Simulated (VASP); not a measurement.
Si5F, 6 atoms in the cell. Symmetry: P6/mmm, No. 191, hexagonal system. Conventional cell: a = 4.349 Å, b = 4.349 Å, c = 5.137 Å, α = 90.00°, β = 90.00°, γ = 120.00°. Si (site symmetry 3m) has 8 Si at 2.46 to 2.84 Å and 3 F at 2.80 Å within 3.3 Å. Si (site symmetry 6/mmm) has 2 F at 2.57 Å and 12 Si at 2.84 Å within 3.4 Å. Within 3.4 Å of F (site symmetry 6/mmm) lie 14 Si at 2.57 to 2.80 Å. The cell was generated, and may not be a known phase.

```yaml
Program: VASP 6.6.1
Task: single point
Functional: PBE
Potentials_or_basis: VASP PAW PBE potentials, release 64 (Si, F)
Cutoff: 520 eV
k_mesh: 6 × 6 × 4
Occupations: gaussian, width 0.1 eV
Spin: no spin polarisation
Dipole_correction: no
Further_INCAR_settings: ALGO = Normal; EDIFF = 1e-07; NBANDS = 22
```

Potentials or basis: VASP PAW PBE potentials, release 64 (Si, F).

Launch:

```console
$ cat potpaw_PBE.64/Si/POTCAR potpaw_PBE.64/F/POTCAR > POTCAR
$ mpirun -np 1 vasp_std > vasp.out
```

Hardware: 1 thread of Intel Xeon 8259CL (shared host).

Question: How long does it take, and how much memory?

Answer: It took 38 s on 1 thread of Intel Xeon 8259CL, on a shared host, peak memory 0.2 GiB. Counts: scf iterations 16, k points 21.
